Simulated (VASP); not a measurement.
TeO:

```
Te O
1.0
     3.88260    0.00000    0.00000
    -1.94130    3.36243    0.00000
     0.00000    0.00000    5.54658
Te O
2 2
Direct
  0.00000 0.00000 0.00000
  0.00000 0.00000 0.50000
  0.33333 0.66667 0.25000
  0.66667 0.33333 0.75000
```

* Program: VASP 6.6.1
* Task: relaxation of cell and atoms
* Functional: PBE
* Potentials or basis: VASP PAW PBE potentials, release 64 (Te, O)
* Cutoff: 600 eV
* k mesh: 15 × 15 × 8
* Occupations: gaussian, width 0.1 eV
* Spin: no spin polarisation

At the start: pressure 1.9 GPa; volume 18.10 Å³/atom.

Where does the relaxation end?

Over 7 steps the energy falls by 31.4 meV/atom and the volume is 18.08 Å³/atom (-0.1 %); space group P6_3/mmc (No. 194, to 0.05 Å).

The path:
```
step  energy change (eV)  largest force (eV/Å)  pressure (GPa)  volume (Å³)
   1              0.0000                0.0000            1.87        72.41
   2             -0.1033                0.0000           -2.33        74.56
   3             -0.1034                0.0000           -2.22        74.48
   4             -0.1251                0.0000            0.28        72.15
   5             -0.1251                0.0000            0.26        72.17
   6             -0.1257                0.0000            0.04        72.27
   7             -0.1258                0.0000           -0.04        72.31
```

Final structure:
```
Te O
1.0
     3.77125    0.00000    0.00000
    -1.88563    3.26600    0.00000
     0.00000    0.00000    5.87077
Te O
2 2
Direct
  0.00000 0.00000 0.00000
  0.00000 0.00000 0.50000
  0.33333 0.66667 0.25000
  0.66667 0.33333 0.75000
```
